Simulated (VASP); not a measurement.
# Zr (P6_3/mmc) in VASP: notebook, part 2 of 2

VASP 6.6.1.

### Step 5. Single point, PBEsol, non-collinear spin, zero start, spin-orbit coupling

This run uses another cell than the first one, of 23.28 Å³/atom.

Contents of INCAR:

```
  PREC = Accurate
  ENCUT = 520
  EDIFF = 1E-6
  ISMEAR = -1
  SIGMA = 0.05
  LREAL = F
  LASPH = T
  NELM = 150
  ALGO = Normal
  ISIF = 2
  LWAVE = F
  LCHARG = F
  MAGMOM = 0 0 0 0 0 0
  LORBIT = 11
  LSORBIT = T
  GGA_COMPAT = F
  LORBMOM = T
  LMAXMIX = 4
  GGA = PS
  NBANDS = 36
```

Contents of KPOINTS:

```
Automatic mesh
0
Gamma
  7 7 4
```

Contents of POSCAR:

```
Zr
1.0
    3.2320000000      0.0000000000      0.0000000000
   -1.6160000000      2.7989941050      0.0000000000
    0.0000000000      0.0000000000      5.1470000000
Zr
2
Direct
    0.6666666667      0.3333333333      0.7500000000
    0.3333333333      0.6666666667      0.2500000000
```

Potentials or basis: VASP PAW PBE potentials, release 64 (Zr_sv).

On the command line:

```
cat potpaw_PBE.64/Zr_sv/POTCAR > POTCAR
mpirun -np 1 vasp_ncl > vasp.out
```

OUTCAR:

```text
PREC = Accurate
   ENCUT = 520
   EDIFF = 1E-6
   ISMEAR = -1
   LREAL = F
   LASPH = T
   NELM = 150
   ISIF = 2
   LORBIT = 11
   LSORBIT = T
   GGA = PS

 ion  position               nearest neighbor table
   1  0.667  0.333  0.750-   2 3.18   2 3.18   2 3.18   2 3.18   2 3.18   2 3.18
   2  0.333  0.667  0.250-   1 3.18   1 3.18   1 3.18   1 3.18   1 3.18   1 3.18

  LATTYP: Found a hexagonal cell.
 ALAT       =     3.2320000000
 C/A-ratio  =     1.5925123762

  Lattice vectors:

 A1 = (   3.2320000000,   0.0000000000,   0.0000000000)
 A2 = (  -1.6160000000,   2.7989941050,   0.0000000000)
 A3 = (   0.0000000000,   0.0000000000,   5.1470000000)

Analysis of symmetry for initial positions (statically):
=====================================================================
 Subroutine PRICEL returns:
 Original cell was already a primitive cell.

 Routine SETGRP: Setting up the symmetry group for a
 hexagonal supercell.

 Subroutine GETGRP returns: Found 24 space group operations
 (whereof 12 operations were pure point group operations)
 out of a pool of 24 trial point group operations.

The static configuration has the point symmetry D_3d.
 The point group associated with its full space group is D_6h.

Analysis of symmetry for dynamics (positions and initial velocities):
=====================================================================
 Subroutine PRICEL returns:
 Original cell was already a primitive cell.

 Routine SETGRP: Setting up the symmetry group for a
 hexagonal supercell.

 Subroutine GETGRP returns: Found 24 space group operations
 (whereof 12 operations were pure point group operations)
 out of a pool of 24 trial point group operations.

The dynamic configuration has the point symmetry D_3d.
 The point group associated with its full space group is D_6h.

Analysis of structural, dynamic, and magnetic symmetry:
=====================================================================
[... 1146 lines left out ...]
 orbital moment (y)

 # of ion     p       d       tot
 ----------------------------------------
  1        -0.000  -0.000  -0.000
  2        -0.000  -0.000  -0.000
 ----------------------------------------
           -0.000  -0.000  -0.000

 orbital moment (z)

 # of ion     p       d       tot
 ----------------------------------------
  1         0.000   0.000   0.000
  2         0.000   0.000   0.000
 ----------------------------------------
            0.000   0.000   0.000

 Spin-Orbit-Coupling matrix elements

 Ion:    1  E_soc:     -0.1438295
 l=   1
     0.0000000    -0.0232430    -0.0232889
    -0.0232430     0.0000000    -0.0232430
    -0.0232889    -0.0232430     0.0000000
 l=   2
     0.0000000    -0.0001238     0.0000000    -0.0001238    -0.0006051
    -0.0001238     0.0000000    -0.0004504    -0.0001386    -0.0001238
     0.0000000    -0.0004504     0.0000000    -0.0004504     0.0000000
    -0.0001238    -0.0001386    -0.0004504     0.0000000    -0.0001238
    -0.0006051    -0.0001238     0.0000000    -0.0001238     0.0000000
 l=   3
     0.0000000     0.0000000     0.0000000     0.0000000     0.0000000     0.0000000     0.0000000
     0.0000000     0.0000000     0.0000000     0.0000000     0.0000000     0.0000000     0.0000000
     0.0000000     0.0000000     0.0000000     0.0000000     0.0000000     0.0000000     0.0000000
     0.0000000     0.0000000     0.0000000     0.0000000     0.0000000     0.0000000     0.0000000
     0.0000000     0.0000000     0.0000000     0.0000000     0.0000000     0.0000000     0.0000000
     0.0000000     0.0000000     0.0000000     0.0000000     0.0000000     0.0000000     0.0000000
     0.0000000     0.0000000     0.0000000     0.0000000     0.0000000     0.0000000     0.0000000

 Ion:    2  E_soc:     -0.1438295
 l=   1
     0.0000000    -0.0232430    -0.0232889
    -0.0232430     0.0000000    -0.0232430
    -0.0232889    -0.0232430     0.0000000
 l=   2
     0.0000000    -0.0001238     0.0000000    -0.0001238    -0.0006051
    -0.0001238     0.0000000    -0.0004504    -0.0001386    -0.0001238
     0.0000000    -0.0004504     0.0000000    -0.0004504     0.0000000
    -0.0001238    -0.0001386    -0.0004504     0.0000000    -0.0001238
    -0.0006051    -0.0001238     0.0000000    -0.0001238     0.0000000
 l=   3
     0.0000000     0.0000000     0.0000000     0.0000000     0.0000000     0.0000000     0.0000000
     0.0000000     0.0000000     0.0000000     0.0000000     0.0000000     0.0000000     0.0000000
     0.0000000     0.0000000     0.0000000     0.0000000     0.0000000     0.0000000     0.0000000
     0.0000000     0.0000000     0.0000000     0.0000000     0.0000000     0.0000000     0.0000000
     0.0000000     0.0000000     0.0000000     0.0000000     0.0000000     0.0000000     0.0000000
     0.0000000     0.0000000     0.0000000     0.0000000     0.0000000     0.0000000     0.0000000
     0.0000000     0.0000000     0.0000000     0.0000000     0.0000000     0.0000000     0.0000000

 total charge

# of ion       s       p       d       tot
------------------------------------------
    1        2.235   5.957   1.628   9.820
    2        2.235   5.957   1.628   9.820
--------------------------------------------------
tot          4.470  11.914   3.256  19.640

 magnetization (x)

# of ion       s       p       d       tot
------------------------------------------
    1        0.000   0.000  -0.000  -0.000
    2        0.000   0.000  -0.000  -0.000
--------------------------------------------------
tot          0.000   0.000  -0.000  -0.000

 magnetization (y)

# of ion       s       p       d       tot
------------------------------------------
    1        0.000   0.000   0.000   0.000
    2        0.000   0.000   0.000   0.000
--------------------------------------------------
tot          0.000   0.000   0.000   0.000

 magnetization (z)

# of ion       s       p       d       tot
------------------------------------------
    1        0.000   0.000   0.000   0.000
    2        0.000   0.000   0.000   0.000
--------------------------------------------------
tot          0.000   0.000   0.000   0.000
```

OSZICAR:

```text
N       E                     dE             d eps       ncg     rms          rms(c)
DAV:   1     0.241699365373E+03    0.24170E+03   -0.12449E+04  1728   0.133E+03
DAV:   2     0.816786775890E+00   -0.24088E+03   -0.23164E+03  2012   0.409E+02
DAV:   3    -0.181856794744E+02   -0.19002E+02   -0.18446E+02  2852   0.811E+01
DAV:   4    -0.190888455563E+02   -0.90317E+00   -0.89940E+00  2360   0.186E+01
DAV:   5    -0.191349812883E+02   -0.46136E-01   -0.46120E-01  2476   0.299E+00    0.150E+01
DAV:   6    -0.184312157432E+02    0.70377E+00   -0.10310E+00  1840   0.798E+00    0.590E+00
DAV:   7    -0.182886701250E+02    0.14255E+00   -0.65951E-01  2316   0.547E+00    0.121E+00
DAV:   8    -0.182920178938E+02   -0.33478E-02   -0.37155E-02  2344   0.110E+00    0.786E-01
DAV:   9    -0.182935268689E+02   -0.15090E-02   -0.97595E-03  1884   0.103E+00    0.204E-01
DAV:  10    -0.182933225077E+02    0.20436E-03   -0.57383E-04  2048   0.255E-01    0.214E-02
DAV:  11    -0.182933244724E+02   -0.19647E-05   -0.65385E-05  2680   0.448E-02    0.163E-02
DAV:  12    -0.182933269592E+02   -0.24868E-05   -0.27469E-06  1848   0.193E-02    0.289E-03
DAV:  13    -0.182933269419E+02    0.17287E-07   -0.18580E-07  1028   0.390E-03
   1 F= -.18293327E+02 E0= -.18282444E+02  d E =-.217649E-01  mag=     0.0000     0.0000     0.0000
```

It took 42 s on 1 thread of Intel Xeon Platinum 8488C (Sapphire Rapids), shared host; peak memory 0.27 GiB.

Results:

```yaml
Free_energy: -18.2933 eV
Pressure: -3.2 GPa
Net_moment: 0.00 μB per cell
Valence_electrons_inside_the_program's_atomic_spheres: Zr 9.82
```

Stress tensor (GPa, compression positive):
```
-3.15  0.00  0.00
 0.00 -3.15  0.00
 0.00  0.00 -3.27
```

Moments on the atoms (μB; x, y, z):
```
Zr  0.00 0.00 0.00
Zr  0.00 0.00 0.00
```

Caveat: the cell stands under tension; the PAW data sets were made with another functional, which shifts forces and pressure a little.

### Step 6. Single point, BLYP

This run uses another cell than the first one, of 23.28 Å³/atom.

Contents of INCAR:

```
PREC = Accurate
ENCUT = 520
EDIFF = 1E-7
ISMEAR = -1
SIGMA = 0.05
LREAL = F
LASPH = T
NELM = 100
ALGO = Normal
ISIF = 2
LWAVE = F
LCHARG = F
GGA = B5
ALDAX = 1.0
AGGAX = 1.0
AGGAC = 1.0
ALDAC = 0.0
NBANDS = 19
```

Contents of KPOINTS:

```
Automatic mesh
0
Gamma
  9 9 5
```

POSCAR is that of step 5.

Potentials or basis: VASP PAW PBE potentials, release 64 (Zr_sv).

On the command line:

```
cat potpaw_PBE.64/Zr_sv/POTCAR > POTCAR
mpirun -np 1 vasp_std > vasp.out
```

Run time: 16 s. Hardware: 1 thread of Intel Xeon 6975P-C (Granite Rapids), shared host; peak memory 0.17 GiB.

Results (log left out):

```
Free energy            : -14.6486 eV
Pressure               : 3.7 GPa
Band gap on the k mesh : zero (bands 12 and 13 overlap by 1.04 eV)
```

Stress tensor (GPa, compression positive):
```
3.36 0.00 0.00
0.00 3.36 0.00
0.00 0.00 4.43
```

Levels at points of the mesh, in eV from the Fermi level:
| k point | band 10 | band 11 | band 12 | band 13 | band 14 | band 15 |
| --- | --- | --- | --- | --- | --- | --- |
| (0.00, 0.00, 0.00) | -3.02 | 0.78 | 0.78 | 0.93 | 1.36 | 1.46 |

Caveat: the cell stands under pressure; the PAW data sets were made with another functional, which shifts forces and pressure a little.

### Step 7. The runs side by side

| level | spin | cell | k mesh | grid for exact exchange (PRECFOCK) | share of exact exchange | screening parameter | gap on the mesh (eV) | pressure (GPa) |
| --- | --- | --- | --- | --- | --- | --- | --- | --- |
| PBE-based screened hybrid with 25 % exact exchange | off | a = 3.253, b = 3.253, c = 5.181 Å, angles 90.0, 90.0, 120.0°, 2 atoms | 5 × 5 × 3 | Normal | 0.25 | 0.3 1/Å | none | -1.4 |
| PBE-based screened hybrid with 25 % exact exchange | off | a = 3.275, b = 3.275, c = 5.215 Å, angles 90.0, 90.0, 120.0°, 2 atoms | 5 × 5 × 3 | Normal | 0.25 | 0.3 1/Å | none | -3.2 |
| PBEsol | off | a = 3.232, b = 3.232, c = 5.147 Å, angles 90.0, 90.0, 120.0°, 2 atoms | 7 × 7 × 4 | - | - | - | none | -3.2 |
| PBEsol | non-collinear, zero start, SOC | a = 3.232, b = 3.232, c = 5.147 Å, angles 90.0, 90.0, 120.0°, 2 atoms | 7 × 7 × 4 | - | - | - | - | -3.2 |
| BLYP | off | a = 3.232, b = 3.232, c = 5.147 Å, angles 90.0, 90.0, 120.0°, 2 atoms | 9 × 9 × 5 | - | - | - | none | 3.7 |

Alike in all rows: task single point; potentials or basis VASP PAW PBE potentials, release 64 (Zr_sv); cutoff (eV) 520; smearing fermi-dirac 0.05 eV.

Caveats: some runs use coarse meshes; the PAW data sets were made with another functional, which shifts forces and pressure a little; the cell stands under tension (at least some runs); the cell stands under pressure (at least some runs).

Absolute energies hang on the potentials; compare differences alone.
